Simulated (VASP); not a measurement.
# MoS2 (R3m) in VASP: single point with r2SCAN

Aim: the single point of MoS2 with r2SCAN.

Everything below comes from runs of VASP 6.6.1. Logs are shortened: lines on timing, memory, paths and dates and some standing lists are left out, and cuts for length are marked.

## (1) The cell of the first run

It takes space group R3m (No. 160, trigonal). The conventional cell has a = 3.139 Å, b = 3.139 Å, c = 18.376 Å, α = 90.00°, β = 90.00°, γ = 120.00°. Within 3.2 Å of Mo (site symmetry 3m) lie 6 S at 2.38 to 2.40 Å and 6 Mo at 3.14 Å. S (site symmetry 3m) has 3 Mo at 2.38 Å and 7 S at 3.11 to 3.14 Å within 3.2 Å. Within 3.2 Å of S (site symmetry 3m) lie 3 Mo at 2.40 Å and 7 S at 3.11 to 3.14 Å.

## (2) Single point, r2SCAN

The input, POSCAR:

```
MoS2
1.0
    3.1385550000      0.0000000000      0.0000000000
   -1.5692780000      2.7180710000      0.0000000000
    0.0000000000     -1.8120440000      6.1253810000
Mo S
1 2
Direct
    0.0000000000      0.0000000000      0.0000000000
    0.2497000000      0.4994000000      0.7491000000
    0.4190000000      0.8380000000      0.2570000000
```

The input, INCAR.step1:

```
SYSTEM = MoS2
PREC = Accurate
ENCUT = 520
ISMEAR = -1
SIGMA = 0.0515
LREAL = .False.
LASPH = .True.
NELM = 80
NBANDS = 20
GGA = PE
ALGO = Normal
EDIFF = 1E-4
LWAVE = .True.
LCHARG = .False.
```

The input, INCAR.step2:

```
SYSTEM = MoS2
PREC = Accurate
ENCUT = 520
EDIFF = 1E-7
ISMEAR = -1
SIGMA = 0.0515
LREAL = .False.
LASPH = .True.
NELM = 80
ALGO = Normal
ISIF = 2
LWAVE = .False.
LCHARG = .False.
METAGGA = R2SCAN
LMIXTAU = .True.
NBANDS = 20
ISTART = 1
```

The input, KPOINTS:

```
regular mesh
0
Gamma
  10 10 10
  0 0 0
```

Potentials or basis: VASP PAW PBE potentials, release 64 (Mo_sv, S).

Launch:

```bash
$ cat potpaw_PBE.64/Mo_sv/POTCAR potpaw_PBE.64/S/POTCAR > POTCAR
$ cp INCAR.step1 INCAR
$ mpirun -np 1 vasp_std > vasp.out
$ cp INCAR.step2 INCAR
$ mpirun -np 1 vasp_std > vasp.out
```

OUTCAR:

```text
SYSTEM = MoS2
   PREC = Accurate
   ENCUT = 520
   EDIFF = 1E-7
   ISMEAR = -1
   LREAL = .False.
   LASPH = .True.
   NELM = 80
   ISIF = 2
   METAGGA = R2SCAN
   ISTART = 1

 ion  position               nearest neighbor table
   1  0.000  0.000  0.000-   2 2.38   2 2.38   2 2.38   3 2.40   3 2.40   3 2.40
   2  0.250  0.499  0.749-   1 2.38   1 2.38   1 2.38
   3  0.419  0.838  0.257-   1 2.40   1 2.40   1 2.40

  LATTYP: Found a trigonal (rhomboedric) cell.
 ALAT       =     6.3877860610
 COS(alpha) =     0.8792938084

  Lattice vectors:

 A1 = (  -1.5692780000,   0.9060270000,   6.1253810000)
 A2 = (   0.0000000000,  -1.8120440000,   6.1253810000)
 A3 = (   1.5692770000,   0.9060270000,   6.1253810000)

Analysis of symmetry for initial positions (statically):
=====================================================================
 Subroutine PRICEL returns:
 Original cell was already a primitive cell.

 Routine SETGRP: Setting up the symmetry group for a
 trigonal (rhombohedral) supercell.

 Subroutine GETGRP returns: Found  6 space group operations
 (whereof  6 operations were pure point group operations)
 out of a pool of 12 trial point group operations.

The static configuration has the point symmetry C_3v.

Analysis of symmetry for dynamics (positions and initial velocities):
=====================================================================
 Subroutine PRICEL returns:
 Original cell was already a primitive cell.

 Routine SETGRP: Setting up the symmetry group for a
 trigonal (rhombohedral) supercell.

 Subroutine GETGRP returns: Found  6 space group operations
 (whereof  6 operations were pure point group operations)
 out of a pool of 12 trial point group operations.

The dynamic configuration has the point symmetry C_3v.

 Subroutine INISYM returns: Found  6 space group operations
 (whereof  6 operations are pure point group operations),
 and found     1 'primitive' translations

----------------------------------------------------------------------------------------

                                     Primitive cell

  volume of cell :      52.2545

  direct lattice vectors                    reciprocal lattice vectors
     3.138555000  0.000000000  0.000000000     0.318617963  0.183954047  0.054418301
    -1.569278000  2.718071000  0.000000000     0.000000000  0.367907976  0.108836567
     0.000000000 -1.812044000  6.125381000     0.000000000  0.000000000  0.163255151

  length of vectors
     3.138555000  3.138557535  6.387784894     0.371911077  0.383668707  0.163255151

  position of ions in fractional coordinates (direct lattice)
     0.000000000  0.000000000  0.000000000
     0.249700000  0.499400000  0.749100000
     0.419000000  0.838000000  0.257000000

  ion indices of the primitive-cell ions
   primitive index   ion index
                 1           1
                 2           2
                 3           3

----------------------------------------------------------------------------------------

 KPOINTS: regular mesh

Automatic generation of k-mesh.
 Grid dimensions read from file:
 generate k-points for:   10   10   10

 Generating k-lattice:

  Cartesian coordinates                     Fractional coordinates (reciprocal lattice)
     0.031861796  0.018395405  0.005441830     0.100000000  0.000000000 -0.000000000
     0.000000000  0.036790798  0.010883657     0.000000000  0.100000000 -0.000000000
     0.000000000  0.000000000  0.016325515     0.000000000  0.000000000  0.100000000

  Length of vectors
     0.037191108  0.038366871  0.016325515

  Shift w.r.t. Gamma in fractional coordinates (k-lattice)
     0.000000000  0.000000000  0.000000000

 Subroutine IBZKPT returns following result:
 ===========================================

 Found    116 irreducible k-points:

 Following reciprocal coordinates:
            Coordinates               Weight
  0.000000  0.000000  0.000000      1.000000
  0.100000 -0.000000  0.000000      6.000000
  0.200000 -0.000000  0.000000      6.000000
  0.300000 -0.000000 -0.000000      6.000000
  0.400000  0.000000  0.000000      6.000000
  0.500000 -0.000000  0.000000      3.000000
[... 16 lines left out ...]
  0.000000  0.300000  0.000000      6.000000
  0.100000  0.300000  0.000000     12.000000
 [... further k-points ...]
   k-points           NKPTS =    116   k-points in BZ     NKDIM =    116   number of bands    NBANDS=     20
   number of dos      NEDOS =    301   number of ions     NIONS =      3
   total plane-waves  NPLWV =  27648
   dimension x,y,z NGX =    24 NGY =   24 NGZ =   48
   dimension x,y,z NGXF=    48 NGYF=   48 NGZF=   96
   ions per type =               1   2
   NGX,Y,Z   is equivalent  to a cutoff of  12.71, 12.71, 12.49 a.u.
   NGXF,Y,Z  is equivalent  to a cutoff of  25.43, 25.43, 24.98 a.u.
 SYSTEM =  MoS2
   PREC   = accura    normal or accurate (medium, high low for compatibility)
   ISTART =      1    job   : 0-new  1-cont  2-samecut
   ICHARG =      0    charge: 1-file 2-atom 10-const
   ISPIN  =      1    spin polarized calculation?
   LNONCOLLINEAR =      F non collinear calculations
   LSORBIT =      F    spin-orbit coupling
   LASPH  =      T    aspherical Exc in radial PAW
   ENCUT  =  520.0 eV  38.22 Ry    6.18 a.u.   5.84  5.84 11.88*2*pi/ulx,y,z
   NELM   =     80;   NELMIN=  2; NELMDL=  0     # of ELM steps
   EDIFF  = 0.1E-06   stopping-criterion for ELM
   LREAL  =      F    real-space projection
   EDIFFG = 0.1E-05   stopping-criterion for IOM
   NSW    =      0    number of steps for IOM
   IBRION =     -1    ionic relax: 0-MD 1-quasi-New 2-CG
   NFREE  =      0    steps in history (QN), initial steepest desc. (CG)
   ISIF   =      2    stress and relaxation
   ISYM   =      2    0-nonsym 1-usesym 2-fastsym
   POTIM  = 0.5000    time-step for ionic-motion
   TEBEG  =    0.0;   TEEND  =   0.0 temperature during run
   PSTRESS=    0.0 pullay stress
   NELECT =      26.0000    total number of electrons
   NUPDOWN=      -1.0000    fix difference up-down
   EMIN   =  10.00;   EMAX   =-10.00  energy-range for DOS
   EFERMI =   0.00;   METHOD = LEGACY
   ISMEAR =    -1;   SIGMA  =   0.05  broadening in eV -4-tet -1-fermi 0-gaus
   EFERMI_NEDOS =   21; number of points for ismear=-14 and -15
   IALGO  =     38    algorithm
   IMIX   =      4    mixing-type and parameters
     AMIX     =   0.40;   BMIX     =  1.00
     AMIX_MAG =   1.60;   BMIX_MAG =  1.00
  volume/ion in A,a.u.               =      17.42       117.54
  Fermi-wavevector in a.u.,A,eV,Ry     =   1.297253  2.451453 22.896778  1.682866
  Thomas-Fermi vector in A             =   2.428657
   LORBIT       =      0    0 simple, 1 ext, 2 COOP (PROOUT), +10 PAW based schemes
   METAGGA = R2SCAN    functional components
   LHFCALC =     F    Hartree Fock is set to
   AEXX    =    0.0000 exact exchange contribution
   IVDW    =     0    specifies the selected vdW correction
   LEPSILON=     F    determine dielectric tensor
   LRPA    =     F    only Hartree local field effects (RPA)
 non-spin polarized calculation
  energy-cutoff  :      520.00
  volume of cell :       52.25
 maximum number of plane-waves:      1426
   NGX = 11   NGY = 11   NGZ = 23

 number of electron      26.0000000 magnetization

 Free energy of the ion-electron system (eV)
  ---------------------------------------------------
  ext. energy  EPLUGINS =         0.00000000
  ---------------------------------------------------
  free energy    TOTEN  =       -44.98872787 eV

  energy without entropy =      -44.98872742  energy(sigma->0) =      -44.98872765

 E-fermi :   8.2110     XC(G=0): -11.6383

 val. band max:        7.7358265747   @ k =   0.0000   0.0000   0.5000
 cond. band min:       8.7824099397   @ k =  -0.4000   0.2000  -0.0000
 fundamental gap:      1.0465833650
 Fermi energy:         8.2109618784

 k-point     1 :       0.0000    0.0000    0.0000
  band No.  band energies     occupation
      1     -55.7477      2.00000
      2     -29.1991      2.00000
      3     -28.9310      2.00000
      4     -28.9310      2.00000
      5      -8.1156      2.00000
      6      -6.3144      2.00000
[... 12 lines left out ...]
     19      16.6544      0.00000
     20      17.0012      0.00000

 k-point     2 :       0.1000   -0.0000    0.0000
  band No.  band energies     occupation
      1     -55.7430      2.00000
      2     -29.1899      2.00000
      3     -28.9766      2.00000
      4     -28.9413      2.00000
      5      -7.9493      2.00000
      6      -6.2642      2.00000
[... 12 lines left out ...]
     19      16.9917      0.00000
     20      17.2978      0.00000

 k-point     3 :       0.2000   -0.0000    0.0000
  band No.  band energies     occupation
      1     -55.7304      2.00000
      2     -29.1657      2.00000
      3     -29.0943      2.00000
      4     -28.9680      2.00000
      5      -7.4862      2.00000
      6      -6.1245      2.00000
[... 12 lines left out ...]
     19      16.9985      0.00000
     20      17.4927      0.00000

 k-point     4 :       0.3000   -0.0000   -0.0000
  band No.  band energies     occupation
      1     -55.7149      2.00000
      2     -29.2372      2.00000
      3     -29.1355      2.00000
      4     -29.0008      2.00000
      5      -6.8384      2.00000
      6      -5.9319      2.00000
[... 12 lines left out ...]
     19      16.1352      0.00000
     20      16.5422      0.00000

 k-point     5 :       0.4000    0.0000    0.0000
  band No.  band energies     occupation
      1     -55.7023      2.00000
      2     -29.3505      2.00000
      3     -29.1111      2.00000
      4     -29.0272      2.00000
      5      -6.2189      2.00000
      6      -5.7571      2.00000
[... 12 lines left out ...]
     19      15.2337      0.00000
     20      15.8800      0.00000
[... 353 lines left out ...]
      6      -5.6499      2.00000
[... 12 lines left out ...]
     19      16.4031      0.00000
     20      17.3343      0.00000

 k-point    22 :      -0.4000    0.2000   -0.0000
  band No.  band energies     occupation
      1     -55.7077      2.00000
      2     -29.2612      2.00000
      3     -29.1215      2.00000
      4     -29.0588      2.00000
      5      -6.5219      2.00000
      6      -5.8043      2.00000
[... 12 lines left out ...]
     19      16.5883      0.00000
     20      17.3355      0.00000

 k-point    23 :       0.0000    0.3000    0.0000
  band No.  band energies     occupation
      1     -55.7149      2.00000
      2     -29.2371      2.00000
      3     -29.1355      2.00000
      4     -29.0008      2.00000
      5      -6.7853      2.00000
      6      -6.0062      2.00000
[... 12 lines left out ...]
     19      16.1830      0.00000
     20      16.9695      0.00000

 k-point    24 :       0.1000    0.3000    0.0000
  band No.  band energies     occupation
      1     -55.7062      2.00000
      2     -29.2968      2.00000
      3     -29.1187      2.00000
      4     -29.0388      2.00000
      5      -6.3677      2.00000
      6      -5.8841      2.00000
[... 12 lines left out ...]
     19      15.9137      0.00000
     20      16.9630      0.00000

 [... further k-points ...]

------------------------ aborting loop because EDIFF is reached ----------------------------------------

  FORCE on cell =-STRESS in cart. coord.  units (eV):
  Direction    XX          YY          ZZ          XY          YZ          ZX
  --------------------------------------------------------------------------------------
  -------------------------------------------------------------------------------------
  Total        1.8674760      1.8674796      1.2041290     -0.0000003      0.0000007     -0.0000001
  in kB       57.2587622     57.2588733     36.9198520     -0.0000105      0.0000201     -0.0000020
  external PRESSURE =      50.4791625 kB  Pullay stress =       0.0000000 kB

 VOLUME and BASIS-vectors are now :
 -----------------------------------------------------------------------------
  energy-cutoff  :      520.00
  volume of cell :       52.25
      direct lattice vectors                 reciprocal lattice vectors
     3.138555000  0.000000000  0.000000000     0.318617963  0.183954047  0.054418301
    -1.569278000  2.718071000  0.000000000     0.000000000  0.367907976  0.108836567
     0.000000000 -1.812044000  6.125381000     0.000000000  0.000000000  0.163255151

 POSITION                                       TOTAL-FORCE (eV/Angst)
 -----------------------------------------------------------------------------------
      0.00000      0.00000      0.00000        -0.000000      0.000000      0.591402
     -0.00000      0.00000      4.58852         0.000000     -0.000000     -0.438734
     -0.00000      1.81205      1.57422         0.000000     -0.000000     -0.152668
 -----------------------------------------------------------------------------------
    total drift:                                0.000005      0.000024      0.000009

  FREE ENERGIE OF THE ION-ELECTRON SYSTEM (eV)
  ---------------------------------------------------
  free  energy   TOTEN  =       -44.9887278745 eV

  energy  without entropy=      -44.9887274199  energy(sigma->0) =      -44.98872765
```

It took 4.1 min on 1 thread of Intel Xeon Platinum 8375C at 2.90GHz (Ice Lake), shared host; peak memory 0.25 GiB.

Results:

- Free energy: -44.9887 eV
- Pressure: 5.0 GPa
- Largest force: 0.591 eV/Å
- Band gap on the k mesh: 1.05 eV (least direct gap 2.15 eV)

Forces on the atoms (eV/Å):
```
Mo   0.000  0.000  0.591
S    0.000  0.000 -0.439
S    0.000  0.000 -0.153
```

Caveat: the cell stands under pressure; the PAW data sets were made with another functional, which shifts forces and pressure a little. A k mesh can miss the band edges.
